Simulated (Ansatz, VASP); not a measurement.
KZnI3 in VASP and in Ansatz

The input INCAR:

```
  ALGO = Normal
  EDIFF = 1E-7
  EDIFFG = -0.08
  ENCUT = 600
  GGA = PE
  IBRION = 2
  ISIF = 3
  ISMEAR = 0
  LASPH = T
  LCHARG = F
  LREAL = F
  LWAVE = F
  NELM = 80
  NSW = 36
  PREC = Accurate
  SIGMA = 0.15
```

The input KPOINTS:

```
k-points
0
Gamma
  3 3 2
```

The input POSCAR:

```
KZnI3
1.0
    4.8327376000      0.0000000000      0.0000000000
    0.0000000000      4.8327376000      0.0000000000
    0.0000000000      0.0000000000      8.8681338700
K Zn I
1 1 3
Direct
    0.0000000000      0.0000000000      0.5000000000
    0.5000000000      0.5000000000      0.0000000000
    0.5000000000      0.5000000000      0.5000000000
    0.0000000000      0.5000000000      0.0000000000
    0.5000000000      0.0000000000      0.0000000000
```

Input for Ansatz:

```yaml
crystal:
  lattice:
    - [4.8327376, 0.0, 0.0]
    - [0.0, 4.8327376, 0.0]
    - [0.0, 0.0, 8.86813387]
  atoms:
    - { symbol: K, position: [0.0, 0.0, 0.5] }
    - { symbol: Zn, position: [0.5, 0.5, 0.0] }
    - { symbol: I, position: [0.5, 0.5, 0.5] }
    - { symbol: I, position: [0.0, 0.5, 0.0] }
    - { symbol: I, position: [0.5, 0.0, 0.0] }
basis:
  ecutwfc: 420
kpoints:
  mp_grid: { grid: [3, 3, 2] }
hamiltonian:
  xc: pbe
scf:
  occupations: { method: gaussian, width: 0.15 }
  lower_state_search: "off"
output:
  forces: true
  stress: true
  eigenvalues: true
relax:
  adjacent_minimum: "off"
  f_tol: 0.08
  max_steps: 16
  cell: { stress_tol: 0.8 }
```

Alike in both runs: task relaxation of cell and atoms; functional PBE; k mesh 3 × 3 × 2; occupations gaussian, width 0.15 eV; no spin polarisation.

```csv
,VASP,Ansatz
version,VASP 6.6.1,Ansatz 0.2.0
potentials or method,"VASP PAW PBE potentials, release 64 (K_sv, Zn, I), cutoff 600 eV","scalar-relativistic, plane waves, PAW"
valence electrons in the cell,42,72
```

|  | VASP | Ansatz | Ansatz less VASP |
| --- | --- | --- | --- |
| gap on the k mesh at the Fermi level, each at its own relaxed structure (eV) | none | none | - |
| relaxed volume (Å³/atom) | 38.47 | 38.28 | -0.196 |
| relaxed length of the cell vector where the two differ most in proportion (Å) | 5.669 | 5.644 | -0.0250 |

A gap of «none» marks a metal or a gap that the smearing closes. VASP's potentials hold 42 valence electrons a cell and Ansatz's 72, so a difference there can come from the potentials and not from the codes.

The k mesh is coarse, so the values compare programs but aren't converged. Neither program's run includes spin-orbit coupling.
